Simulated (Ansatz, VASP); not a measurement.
## Cu4O in VASP and in Ansatz

```xyz
5
Lattice="4.3618 0.0000 0.0000 0.0000 4.3618 0.0000 0.0000 0.0000 4.3618" Properties=species:S:1:pos:R:3 pbc="T T T"
Cu    2.1809    0.0000    0.0000
Cu    0.0000    2.1809    0.0000
Cu    0.0000    0.0000    2.1809
Cu    0.0000    0.0000    0.0000
O     2.1809    2.1809    2.1809
```

Alike in both runs: functional PBE; k mesh 4 × 4 × 4; occupations gaussian, width 0.1 eV; collinear spin.

Ansatz relaxed the structure, and its values are those at the end. VASP's run is a single point on that final structure, the one shown.

```csv
,VASP,Ansatz
version,VASP 6.6.1,Ansatz 0.2.0
potentials or method,"VASP PAW PBE potentials, release 64 (Cu, O), cutoff 520 eV","scalar-relativistic, plane waves, PAW"
valence electrons in the cell,50,82
```

```csv
,VASP,Ansatz,Ansatz less VASP
gap on the k mesh at the Fermi level (eV),0.28,0.28,-0.005
least direct gap on the mesh (eV),0.48,0.47,-0.006
pressure (GPa),0.3,0.1,-0.17
net moment per atom (μB),0.00,0.00,0.000
```

VASP's potentials hold 50 valence electrons a cell and Ansatz's 82, so a difference there can come from the potentials and not from the codes. Ansatz's warnings: seeded moment not kept.
